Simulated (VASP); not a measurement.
# HW8C8Cl in VASP: further runs, part 2 of 2

VASP 6.6.1. The steps go on from the part before.

**4. Single point, LDA**

Input file INCAR:

```
PREC = Accurate ; ENCUT = 520
EDIFF = 1E-6 ; ISMEAR = 0
SIGMA = 0.05 ; LREAL = Auto
LASPH = True ; NELM = 60
ALGO = Normal ; ISIF = 2
LWAVE = False ; LCHARG = False
NBANDS = 91
```

Input file KPOINTS:

```
regular mesh
0
Gamma
  3 3 1
```

Input file POSCAR:

```
HW8C8Cl
1.0
    5.7868000000      0.0000000000      0.0000000000
   -2.8934000000      5.0115160000      0.0000000000
    0.0000000000      0.0000000000     16.2472500000
W C Cl H
8 8 1 1
Direct
    0.0000000000      0.0000000000      0.0615489000
    0.0010249391      0.0054125218      0.2328576272
    0.0000000000      0.5000000000      0.0615489000
    0.0010198746      0.5022283438      0.2353519656
    0.5000000000      0.0000000000      0.0615489000
    0.5041918427      0.0054241612      0.2328642462
    0.5000000000      0.5000000000      0.0615489000
    0.5019444311      0.5041185671      0.2348869569
    0.3342111367      0.1685175410      0.1422215867
    0.3327471727      0.1658013545      0.3101889662
    0.3334418756      0.6658956585      0.1409103995
    0.3410573291      0.6845562972      0.3012138640
    0.8338771422      0.1678574648      0.1420878653
    0.8336094186      0.1675229955      0.3091714295
    0.8323773895      0.6658930834      0.1409111013
    0.8432528191      0.6845567331      0.3012184723
    0.3506871090      1.2016576545      0.4136209431
    0.8434730595      1.1873478460      0.3764736514
```

Potentials or basis: VASP PAW LDA potentials, release 64 (W_sv, C, Cl, H).

Launch:

```console
$ cat potpaw_LDA.64/W_sv/POTCAR potpaw_LDA.64/C/POTCAR potpaw_LDA.64/Cl/POTCAR potpaw_LDA.64/H/POTCAR > POTCAR
$ mpirun -np 1 vasp_std > vasp.out
```

OUTCAR:

```text
PREC = Accurate
   ENCUT = 520
   EDIFF = 1E-6
   ISMEAR = 0
   LREAL = Auto
   LASPH = True
   NELM = 60
   ISIF = 2

 ion  position               nearest neighbor table
   1  0.000  0.000  0.062-  15 2.11  13 2.12   9 2.13   2 2.78   5 2.89   5 2.89   3 2.89   3 2.89
                             7 2.89   7 2.89
   2  0.001  0.005  0.233-  16 1.95  14 2.07  10 2.08  13 2.21   9 2.23  15 2.26   1 2.78   6 2.88
                             4 2.88   8 2.89   8 2.89   6 2.91   4 2.91
   3  0.000  0.500  0.062-  11 2.11  15 2.11  13 2.12   4 2.82   7 2.89   7 2.89   5 2.89   1 2.89
                             1 2.89   5 2.89
   4  0.001  0.502  0.235-  12 2.01  16 2.01  14 2.06  13 2.26  15 2.26  11 2.26   3 2.82   6 2.88
[... 688 lines left out ...]
  external PRESSURE =      -1.4722800 kB  Pullay stress =       0.0000000 kB

 VOLUME and BASIS-vectors are now :
 -----------------------------------------------------------------------------
  energy-cutoff  :      520.00
  volume of cell :      471.18
      direct lattice vectors                 reciprocal lattice vectors
     5.786800000  0.000000000  0.000000000     0.172807078  0.099770209  0.000000000
    -2.893400000  5.011516000  0.000000000     0.000000000  0.199540419  0.000000000
     0.000000000  0.000000000 16.247250000     0.000000000  0.000000000  0.061548878

 POSITION                                       TOTAL-FORCE (eV/Angst)
 -----------------------------------------------------------------------------------
      0.00000      0.00000      1.00000         0.051081      0.098885     -0.173952
     -0.00973      0.02712      3.78330         0.012853      0.037840     -0.021843
     -1.44670      2.50576      1.00000        -0.002713     -0.074435     -0.133546
     -1.44725      2.51693      3.82382        -0.001591     -0.015626     -0.050466
      2.89340      0.00000      1.00000        -0.056606      0.098969     -0.173124
      2.90196      0.02718      3.78340        -0.014220      0.037213     -0.025960
[... 10 lines left out ...]
      1.44588      1.01061      6.72020        -0.000010     -0.009417     -0.060289
      4.33894      0.93890      6.11666         0.000460      0.005840      0.038846
 -----------------------------------------------------------------------------------
    total drift:                                0.002008     -0.004178     -0.035399

  FREE ENERGIE OF THE ION-ELECTRON SYSTEM (eV)
  ---------------------------------------------------
  free  energy   TOTEN  =      -187.3420077467 eV

  energy  without entropy=     -187.3319326283  energy(sigma->0) =     -187.33697019
```

OSZICAR:

```text
N       E                     dE             d eps       ncg     rms          rms(c)
DAV:   1     0.179120639971E+04    0.17912E+04   -0.88425E+04  1078   0.159E+03
DAV:   2    -0.906579184489E+02   -0.18819E+04   -0.18447E+04  1045   0.478E+02
DAV:   3    -0.209166690746E+03   -0.11851E+03   -0.11559E+03  1108   0.117E+02
[... 21 lines left out ...]
DAV:  25    -0.187341973289E+03   -0.25724E-04   -0.13859E-06   684   0.660E-03    0.221E-03
DAV:  26    -0.187341997055E+03   -0.23767E-04   -0.12399E-06   641   0.408E-03    0.166E-03
DAV:  27    -0.187342003724E+03   -0.66689E-05   -0.31416E-07   684   0.198E-03    0.124E-03
DAV:  28    -0.187342006864E+03   -0.31400E-05   -0.21621E-07   614   0.130E-03    0.421E-04
DAV:  29    -0.187342007747E+03   -0.88252E-06   -0.97150E-08   587   0.775E-04
   1 F= -.18734201E+03 E0= -.18733697E+03  d E =-.100751E-01
```

stdout:

```text
POSCAR found type information on POSCAR W C ClH
 POSCAR found :  4 types and      18 ions
 scaLAPACK will be used
 LDA part: xc-table for (Slater(with rela. corr.)+CA(PZ))
 , standard interpolation
 POSCAR, INCAR and KPOINTS ok, starting setup
 FFT: planning ... GRIDC
 FFT: planning ... GRID_SOFT
 FFT: planning ... GRID
 WAVECAR not read
 entering main loop
```

Run time: 8.5 min. Hardware: 1 thread of AMD EPYC 9R45 (Zen 5), shared host; peak memory 0.5 GiB.

What came out:

```yaml
Free_energy: -187.3420 eV
Largest_force: 0.207 eV/Å
Band_gap_on_the_k_mesh: zero (bands 76 and 77 overlap by 0.84 eV)
```

Forces on the atoms (eV/Å):
```
W    0.051  0.099 -0.174
W    0.013  0.038 -0.022
W   -0.003 -0.074 -0.134
W   -0.002 -0.016 -0.050
W   -0.057  0.099 -0.173
W   -0.014  0.037 -0.026
W   -0.002 -0.112 -0.035
W    0.004 -0.029 -0.022
C    0.000  0.006 -0.008
C    0.002 -0.008  0.204
C   -0.003  0.000  0.007
C   -0.001 -0.008  0.178
C    0.000  0.008 -0.010
C    0.003 -0.029  0.104
C    0.005  0.001  0.008
C    0.004 -0.008  0.174
Cl   0.000 -0.009 -0.060
H    0.000  0.006  0.039
```

Caveat: the k points lie up to 0.42 Å⁻¹ apart, too coarse for converged energies and pressures of a metal; there is no dipole correction, which matters where the two faces differ; spin-orbit coupling is left out, which moves the levels of the heavy elements.

**5. Single point, LDA**

Input file INCAR:

```
SYSTEM = HW8C8Cl
ALGO = Normal
EDIFF = 1E-7
ENCUT = 520
ISIF = 2
ISMEAR = 0
LASPH = .TRUE.
LCHARG = .FALSE.
LREAL = Auto
LWAVE = .FALSE.
NBANDS = 91
NELM = 80
PREC = Accurate
SIGMA = 0.05
```

Input file KPOINTS:

```
k-points
0
G
  3 3 1
  0 0 0
```

Input file POSCAR:

```
HW8C8Cl
1.0
    5.7868000000      0.0000000000      0.0000000000
   -2.8934000000      5.0115160000      0.0000000000
    0.0000000000      0.0000000000     16.2472500000
W C Cl H
8 8 1 1
Direct
    0.0000000000      0.0000000000      0.0615488775
    0.0010250269      0.0054125339      0.2328576221
    0.0000000000      0.5000000000      0.0615488775
    0.0010197813      0.5022282679      0.2353519519
    0.5000000000      0.0000000000      0.0615488775
    0.5041918006      0.0054241072      0.2328642693
    0.5000000000      0.5000000000      0.0615488775
    0.5019443404      0.5041185142      0.2348869501
    0.3342110405      0.1685174706      0.1422216067
    0.3327472105      0.1658013264      0.3101889858
    0.3334419099      0.6658957090      0.1409103694
    0.3410572829      0.6845563299      0.3012138670
    0.8338770261      0.1678573909      0.1420878610
    0.8336094103      0.1675229611      0.3091714598
    0.8323773310      0.6658931150      0.1409111080
    0.8432528236      0.6845567289      0.3012184831
    0.3506871691      1.2016577419      0.4136209512
    0.8434731483      1.1873479003      0.3764736802
```

Potentials or basis: VASP PAW LDA potentials, release 64 (W_sv, C, Cl, H).

Launch:

```console
$ cat potpaw_LDA.64/W_sv/POTCAR potpaw_LDA.64/C/POTCAR potpaw_LDA.64/Cl/POTCAR potpaw_LDA.64/H/POTCAR > POTCAR
$ mpirun -np 1 vasp_std > vasp.out
```

OUTCAR:

```text
SYSTEM = HW8C8Cl
   EDIFF = 1E-7
   ENCUT = 520
   ISIF = 2
   ISMEAR = 0
   LASPH = .TRUE.
   LREAL = Auto
   NELM = 80
   PREC = Accurate

 ion  position               nearest neighbor table
   1  0.000  0.000  0.062-  15 2.11  13 2.12   9 2.13   2 2.78   5 2.89   5 2.89   3 2.89   3 2.89
                             7 2.89   7 2.89
   2  0.001  0.005  0.233-  16 1.95  14 2.07  10 2.08  13 2.21   9 2.23  15 2.26   1 2.78   6 2.88
                             4 2.88   8 2.89   8 2.89   6 2.91   4 2.91
   3  0.000  0.500  0.062-  11 2.11  15 2.11  13 2.12   4 2.82   7 2.89   7 2.89   5 2.89   1 2.89
                             1 2.89   5 2.89
   4  0.001  0.502  0.235-  12 2.01  16 2.01  14 2.06  13 2.26  15 2.26  11 2.26   3 2.82   6 2.88
[... 688 lines left out ...]
  external PRESSURE =      -1.4714575 kB  Pullay stress =       0.0000000 kB

 VOLUME and BASIS-vectors are now :
 -----------------------------------------------------------------------------
  energy-cutoff  :      520.00
  volume of cell :      471.18
      direct lattice vectors                 reciprocal lattice vectors
     5.786800000  0.000000000  0.000000000     0.172807078  0.099770209  0.000000000
    -2.893400000  5.011516000  0.000000000     0.000000000  0.199540419  0.000000000
     0.000000000  0.000000000 16.247250000     0.000000000  0.000000000  0.061548878

 POSITION                                       TOTAL-FORCE (eV/Angst)
 -----------------------------------------------------------------------------------
      0.00000      0.00000      1.00000         0.051064      0.098883     -0.173945
     -0.00973      0.02713      3.78330         0.012806      0.037813     -0.021835
     -1.44670      2.50576      1.00000        -0.002712     -0.074439     -0.133531
     -1.44725      2.51693      3.82382        -0.001576     -0.015614     -0.050447
      2.89340      0.00000      1.00000        -0.056592      0.098961     -0.173106
      2.90196      0.02718      3.78340        -0.014187      0.037187     -0.025968
[... 10 lines left out ...]
      1.44588      1.01061      6.72020        -0.000010     -0.009412     -0.060308
      4.33894      0.93890      6.11666         0.000461      0.005838      0.038847
 -----------------------------------------------------------------------------------
    total drift:                                0.002004     -0.004182     -0.035655

  FREE ENERGIE OF THE ION-ELECTRON SYSTEM (eV)
  ---------------------------------------------------
  free  energy   TOTEN  =      -187.3420082710 eV

  energy  without entropy=     -187.3319331556  energy(sigma->0) =     -187.33697071
```

OSZICAR:

```text
N       E                     dE             d eps       ncg     rms          rms(c)
DAV:   1     0.179120635064E+04    0.17912E+04   -0.88425E+04  1078   0.159E+03
DAV:   2    -0.906579113133E+02   -0.18819E+04   -0.18447E+04  1045   0.478E+02
DAV:   3    -0.209166688642E+03   -0.11851E+03   -0.11559E+03  1108   0.117E+02
[... 23 lines left out ...]
DAV:  27    -0.187342003879E+03   -0.72206E-05   -0.33291E-07   740   0.193E-03    0.117E-03
DAV:  28    -0.187342007081E+03   -0.32026E-05   -0.16307E-07   654   0.107E-03    0.431E-04
DAV:  29    -0.187342008096E+03   -0.10142E-05   -0.80150E-08   657   0.655E-04    0.185E-04
DAV:  30    -0.187342008237E+03   -0.14148E-06   -0.14051E-08   595   0.353E-04    0.180E-04
DAV:  31    -0.187342008271E+03   -0.33891E-07   -0.46535E-09   491   0.207E-04
   1 F= -.18734201E+03 E0= -.18733697E+03  d E =-.100751E-01
```

stdout:

```text
POSCAR found type information on POSCAR W C ClH
 POSCAR found :  4 types and      18 ions
 scaLAPACK will be used
 LDA part: xc-table for (Slater(with rela. corr.)+CA(PZ))
 , standard interpolation
 POSCAR, INCAR and KPOINTS ok, starting setup
 FFT: planning ... GRIDC
 FFT: planning ... GRID_SOFT
 FFT: planning ... GRID
 WAVECAR not read
 entering main loop
```

Wall time 8.2 min (1 thread of AMD EPYC 9R45 (Zen 5), shared host); peak memory 0.5 GiB.

What came out:

```yaml
Free_energy: -187.3420 eV
Largest_force: 0.207 eV/Å
Band_gap_on_the_k_mesh: zero (bands 76 and 77 overlap by 0.84 eV)
```

Forces on the atoms (eV/Å):
```
W    0.051  0.099 -0.174
W    0.013  0.038 -0.022
W   -0.003 -0.074 -0.134
W   -0.002 -0.016 -0.050
W   -0.057  0.099 -0.173
W   -0.014  0.037 -0.026
W   -0.002 -0.112 -0.035
W    0.004 -0.029 -0.022
C    0.000  0.006 -0.008
C    0.002 -0.008  0.204
C   -0.003  0.000  0.007
C   -0.001 -0.008  0.178
C    0.000  0.008 -0.010
C    0.003 -0.029  0.104
C    0.005  0.001  0.008
C    0.004 -0.008  0.174
Cl   0.000 -0.009 -0.060
H    0.000  0.006  0.039
```

Caveat: the k points lie up to 0.42 Å⁻¹ apart, too coarse for converged energies and pressures of a metal; there is no dipole correction, which matters where the two faces differ; spin-orbit coupling is left out, which moves the levels of the heavy elements.
